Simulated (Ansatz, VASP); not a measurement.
## TaN in VASP and in Ansatz

```
CELL_PARAMETERS angstrom
3.05000 0.00000 0.00000
-1.52500 2.64138 0.00000
0.00000 0.00000 5.03880
ATOMIC_POSITIONS crystal
Ta 0.33333 0.66667 0.00000
Ta 0.66667 0.33333 0.50000
N 0.33333 0.66667 0.38500
N 0.66667 0.33333 0.88500
```

Change from the starting cell: strain +0.0200 x Voigt [0, 0, 1, 0, 0, 0], atoms carried along.

Alike in both runs: task single point; functional PBEsol; k mesh 18 × 18 × 10; occupations gaussian, width 0.15 eV; no spin polarisation.

|  | VASP | Ansatz |
| --- | --- | --- |
| version | VASP 6.6.1 | Ansatz 0.2.0 |
| potentials or method | VASP PAW PBE potentials, release 64 (Ta_pv, N), cutoff 520 eV | scalar-relativistic, plane waves, PAW |
| valence electrons in the cell | 32 | 36 |

Ansatz gave:

| Property | Result |
| --- | --- |
| gap on the k mesh at the Fermi level (eV) | none |
| pressure (GPa) | 113.8 |
| traceless stress, the component that is largest in VASP (GPa) | -21.88 |
| rms of the force components (eV/Å) | 1.830 |

Task: Estimate VASP's values.

Result: gap on the k mesh at the Fermi level (eV): none; pressure (GPa): 116.9; traceless stress, the component that is largest in VASP (GPa): -22.46; rms of the force components (eV/Å): 1.868.

VASP's potentials were made for PBE, not for PBEsol. Atom by atom the forces differ by 0.038 eV/Å (rms over components). A gap of «none» marks a metal or a gap that the smearing closes. Both programs put the cell under a high pressure, so it lies far from rest at this level. VASP's potentials hold 32 valence electrons a cell and Ansatz's 36, so a difference there can come from the potentials and not from the codes.

Spin-orbit coupling is off throughout. Noted on VASP's run: the cell as given lies far from equilibrium.
